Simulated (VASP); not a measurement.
# WS2 in VASP: further runs

The runs below take WS2 through single point, with r2SCAN.

Program: VASP 6.6.1. These are calculated values, not measurements. Logs are shortened: lines on timing, memory, paths and dates and some standing lists are left out, and cuts for length are marked.

### 1 The cell of the first run

The cell holds a slab with vacuum, 9 atoms: a = 3.181 Å, b = 3.181 Å, c = 29.557 Å, α = 90.00°, β = 90.00°, γ = 120.00°.

### 2 Single point, r2SCAN (strain along c alone, the other axes held: +3.0 %, then relaxed in part)

File POSCAR:

```
WS2
1.0
    3.1814541812      0.0000000000      0.0000000000
   -1.5907270906      2.7552201419      0.0000000000
    0.0000000000      0.0000000000     29.5570839800
W S
3 6
Direct
    0.6666666667      0.3333333333      0.5000000000
    0.3333333333      0.6666666667      0.7210012332
    0.3333333333      0.6666666667      0.2789987668
    0.6666666667      0.3333333333      0.7737457053
    0.6666666667      0.3333333333      0.3317652958
    0.3333333333      0.6666666667      0.5527645972
    0.6666666667      0.3333333333      0.6682347042
    0.6666666667      0.3333333333      0.2262542947
    0.3333333333      0.6666666667      0.4472354028
```

File INCAR.step1:

```
SYSTEM = WS2
ALGO = Normal
EDIFF = 1E-4
ENCUT = 520
GGA = PE
ISMEAR = 0
LASPH = .TRUE.
LCHARG = .FALSE.
LREAL = .FALSE.
LWAVE = .TRUE.
NBANDS = 49
NELM = 100
PREC = Accurate
SIGMA = 0.02
```

File INCAR.step2:

```
SYSTEM = WS2
ALGO = Normal
EDIFF = 1E-7
ENCUT = 520
ISIF = 2
ISMEAR = 0
ISTART = 1
LASPH = .TRUE.
LCHARG = .TRUE.
LELF = .TRUE.
LMIXTAU = .TRUE.
LREAL = .FALSE.
LVHAR = .TRUE.
LWAVE = .FALSE.
METAGGA = R2SCAN
NBANDS = 49
NELM = 100
PREC = Accurate
SIGMA = 0.02
```

File KPOINTS:

```
k-points
0
G
  12 12 1
  0 0 0
```

Potentials or basis: VASP PAW PBE potentials, release 64 (W_sv, S).

Run with:

```
$ cat potpaw_PBE.64/W_sv/POTCAR potpaw_PBE.64/S/POTCAR > POTCAR
$ cp INCAR.step1 INCAR
$ mpirun -np 1 vasp_std > vasp.out
$ cp INCAR.step2 INCAR
$ mpirun -np 1 vasp_std > vasp.out
```

OUTCAR:

```text
SYSTEM = WS2
   EDIFF = 1E-7
   ENCUT = 520
   ISIF = 2
   ISMEAR = 0
   ISTART = 1
   LASPH = .TRUE.
   LREAL = .FALSE.
   METAGGA = R2SCAN
   NELM = 100
   PREC = Accurate

 ion  position               nearest neighbor table
   1  0.667  0.333  0.500-   6 2.41   9 2.41   6 2.41   9 2.41   6 2.41   9 2.41
   2  0.333  0.667  0.721-   4 2.41   4 2.41   4 2.41   7 2.41   7 2.41   7 2.41
   3  0.333  0.667  0.279-   8 2.41   8 2.41   8 2.41   5 2.41   5 2.41   5 2.41
   4  0.667  0.333  0.774-   2 2.41   2 2.41   2 2.41
   5  0.667  0.333  0.332-   3 2.41   3 2.41   3 2.41
   6  0.333  0.667  0.553-   1 2.41   1 2.41   1 2.41
   7  0.667  0.333  0.668-   2 2.41   2 2.41   2 2.41
   8  0.667  0.333  0.226-   3 2.41   3 2.41   3 2.41
   9  0.333  0.667  0.447-   1 2.41   1 2.41   1 2.41

  LATTYP: Found a hexagonal cell.
 ALAT       =     3.1814541812
 C/A-ratio  =     9.2904320781

  Lattice vectors:

 A1 = (   3.1814541812,   0.0000000000,   0.0000000000)
 A2 = (  -1.5907270906,   2.7552201419,   0.0000000000)
 A3 = (   0.0000000000,   0.0000000000,  29.5570839800)

Analysis of symmetry for initial positions (statically):
=====================================================================
 Subroutine PRICEL returns:
 Original cell was already a primitive cell.

 Routine SETGRP: Setting up the symmetry group for a
 hexagonal supercell.

 Subroutine GETGRP returns: Found 12 space group operations
 (whereof 12 operations were pure point group operations)
 out of a pool of 24 trial point group operations.

The static configuration has the point symmetry D_3h.

Analysis of symmetry for dynamics (positions and initial velocities):
=====================================================================
 Subroutine PRICEL returns:
 Original cell was already a primitive cell.

 Routine SETGRP: Setting up the symmetry group for a
 hexagonal supercell.

 Subroutine GETGRP returns: Found 12 space group operations
 (whereof 12 operations were pure point group operations)
 out of a pool of 24 trial point group operations.

The dynamic configuration has the point symmetry D_3h.

 Subroutine INISYM returns: Found 12 space group operations
 (whereof 12 operations are pure point group operations),
 and found     1 'primitive' translations

----------------------------------------------------------------------------------------

                                     Primitive cell

[... 104 lines left out ...]
   ISIF   =      2    stress and relaxation
   ISYM   =      2    0-nonsym 1-usesym 2-fastsym
   POTIM  = 0.5000    time-step for ionic-motion
   TEBEG  =    0.0;   TEEND  =   0.0 temperature during run
   PSTRESS=    0.0 pullay stress
   NELECT =      78.0000    total number of electrons
   NUPDOWN=      -1.0000    fix difference up-down
   EMIN   =  10.00;   EMAX   =-10.00  energy-range for DOS
   EFERMI =   0.00;   METHOD = LEGACY
   ISMEAR =     0;   SIGMA  =   0.02  broadening in eV -4-tet -1-fermi 0-gaus
   EFERMI_NEDOS =   21; number of points for ismear=-14 and -15
   IALGO  =     38    algorithm
   IMIX   =      4    mixing-type and parameters
     AMIX     =   0.40;   BMIX     =  1.00
     AMIX_MAG =   1.60;   BMIX_MAG =  1.00
  volume/ion in A,a.u.               =      28.79       194.27
  Fermi-wavevector in a.u.,A,eV,Ry     =   1.097215  2.073436 16.379800  1.203881
  Thomas-Fermi vector in A             =   2.233571
   LORBIT       =      0    0 simple, 1 ext, 2 COOP (PROOUT), +10 PAW based schemes
   METAGGA = R2SCAN    functional components
   LHFCALC =     F    Hartree Fock is set to
   AEXX    =    0.0000 exact exchange contribution
   IVDW    =     0    specifies the selected vdW correction
   LEPSILON=     F    determine dielectric tensor
   LRPA    =     F    only Hartree local field effects (RPA)
 non-spin polarized calculation
 Gauss-broadening in eV      SIGMA  =   0.02
  energy-cutoff  :      520.00
  volume of cell :      259.09
 maximum number of plane-waves:      7036
 NGX is ok and might be reduce to    24
   NGX = 11   NGY = 11   NGZ =109

 number of electron      77.9999998 magnetization

 Free energy of the ion-electron system (eV)
  ---------------------------------------------------
  ext. energy  EPLUGINS =         0.00000000
  ---------------------------------------------------
  free energy    TOTEN  =      -210.20526208 eV

  energy without entropy =     -210.20526208  energy(sigma->0) =     -210.20526208

 E-fermi :   2.5606     XC(G=0):  -7.5552

 val. band max:        2.2679313532   @ k =   0.0000   0.0000   0.0000
 cond. band min:       3.7664690529   @ k =   0.3333   0.3333   0.0000
 fundamental gap:      1.4985376997
 Fermi energy:         2.5606494858

 k-point     1 :       0.0000    0.0000    0.0000
  band No.  band energies     occupation
      1     -74.1131      2.00000
      2     -74.1123      2.00000
      3     -74.1123      2.00000
      4     -37.7011      2.00000
      5     -37.7000      2.00000
      6     -37.7000      2.00000
[... 977 lines left out ...]
     48       6.1439      0.00000
     49       7.6940      0.00000

------------------------ aborting loop because EDIFF is reached ----------------------------------------

  FORCE on cell =-STRESS in cart. coord.  units (eV):
  Direction    XX          YY          ZZ          XY          YZ          ZX
  --------------------------------------------------------------------------------------
  -------------------------------------------------------------------------------------
  Total        0.2193972      0.2193972      0.1248945      0.0000000      0.0000000     -0.0000000
  in kB        1.3567445      1.3567445      0.7723430      0.0000000      0.0000000     -0.0000000
  external PRESSURE =       1.1619440 kB  Pullay stress =       0.0000000 kB

 VOLUME and BASIS-vectors are now :
 -----------------------------------------------------------------------------
  energy-cutoff  :      520.00
  volume of cell :      259.09
      direct lattice vectors                 reciprocal lattice vectors
     3.181454181  0.000000000  0.000000000     0.314321673  0.181473702  0.000000000
    -1.590727091  2.755220142  0.000000000     0.000000000  0.362947405  0.000000000
     0.000000000  0.000000000 29.557083980     0.000000000  0.000000000  0.033832837

 POSITION                                       TOTAL-FORCE (eV/Angst)
 -----------------------------------------------------------------------------------
      1.59073      0.91841     14.77854         0.000000     -0.000000      0.000000
     -0.00000      1.83681     21.31069         0.000000      0.000000      0.000512
     -0.00000      1.83681      8.24639         0.000000     -0.000000     -0.000512
      1.59073      0.91841     22.86967        -0.000000     -0.000000      0.022179
      1.59073      0.91841      9.80601         0.000000     -0.000000      0.021174
     -0.00000      1.83681     16.33811         0.000000     -0.000000      0.020573
      1.59073      0.91841     19.75107         0.000000     -0.000000     -0.021174
      1.59073      0.91841      6.68742        -0.000000      0.000000     -0.022179
     -0.00000      1.83681     13.21897         0.000000     -0.000000     -0.020573
 -----------------------------------------------------------------------------------
    total drift:                                0.000002     -0.000001     -0.000000

  FREE ENERGIE OF THE ION-ELECTRON SYSTEM (eV)
  ---------------------------------------------------
  free  energy   TOTEN  =      -210.2052620799 eV

  energy  without entropy=     -210.2052620799  energy(sigma->0) =     -210.20526208
```

Wall time 17 min (1 thread of Intel Xeon 6975P-C (Granite Rapids), shared host); peak memory 0.48 GiB.

Results:

```
Free energy            : -210.2053 eV
Largest force          : 0.022 eV/Å
Band gap on the k mesh : 1.50 eV, indirect (least direct gap 1.89 eV)
```

Forces on the atoms (eV/Å):
```
W    0.000  0.000  0.000
W    0.000  0.000  0.001
W    0.000  0.000 -0.001
S    0.000  0.000  0.022
S    0.000  0.000  0.021
S    0.000  0.000  0.021
S    0.000  0.000 -0.021
S    0.000  0.000 -0.022
S    0.000  0.000 -0.021
```

Caveat: the cell differs from its parent crystal (strain along c alone, the other axes held: +3.0 %, then relaxed in part); the PAW data sets were made with another functional, which shifts forces and pressure a little; spin-orbit coupling is left out, which moves the levels of the heavy elements.

(Continued in part 2 of 2.)
